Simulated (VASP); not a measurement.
Input of a VASP 6.6.1 run:

INCAR

```
PREC = Accurate ; ENCUT = 600
EDIFF = 1E-7 ; ISMEAR = 0
SIGMA = 0.01 ; LREAL = False
LASPH = True ; NELM = 120
ALGO = Normal ; ISIF = 3
LWAVE = False ; LCHARG = False
GGA = PE ; IVDW = 12
IBRION = 2 ; NSW = 80
EDIFFG = -0.01 ; GGA_COMPAT = False
NELMIN = 4
```

KPOINTS

```
regular mesh
0
Gamma
  5 5 5
```

The input POSCAR:

```
MgO
1.0
    0.0000000000      2.1085000000      2.1085000000
    2.1085000000      0.0000000000      2.1085000000
    2.1085000000      2.1085000000      0.0000000000
Mg O
1 1
Direct
    0.0000000000      0.0000000000      0.0000000000
    0.5000000000      0.5000000000      0.5000000000
```

Potentials or basis: VASP PAW PBE potentials, release 64 (Mg, O).

The run is started by

```console
$ cat potpaw_PBE.64/Mg/POTCAR potpaw_PBE.64/O/POTCAR > POTCAR
$ mpirun -np 1 vasp_std > vasp.out
```

Question: Predict the band gap on the k mesh.

Answer: 4.82 eV, direct.

Question: What does it give for the dispersion energy per atom?

Answer: -0.296 eV.

Question: Predict the relaxed cell.

Answer: a = 2.969 Å, b = 2.969 Å, c = 2.969 Å, α = 60.00°, β = 60.00°, γ = 60.00°.

Step by step:
```tsv
step	energy change (eV)	largest force (eV/Å)	pressure (GPa)	volume (Å³)
1	0.0000	0.0000	-2.03	18.75
2	-0.0013	0.0000	0.72	18.43
3	-0.0015	0.0000	0.01	18.51
```

Caveat: the k points lie up to 0.52 Å⁻¹ apart in the final cell. A hybrid or GW would open this gap; PBE tends to underestimate it.
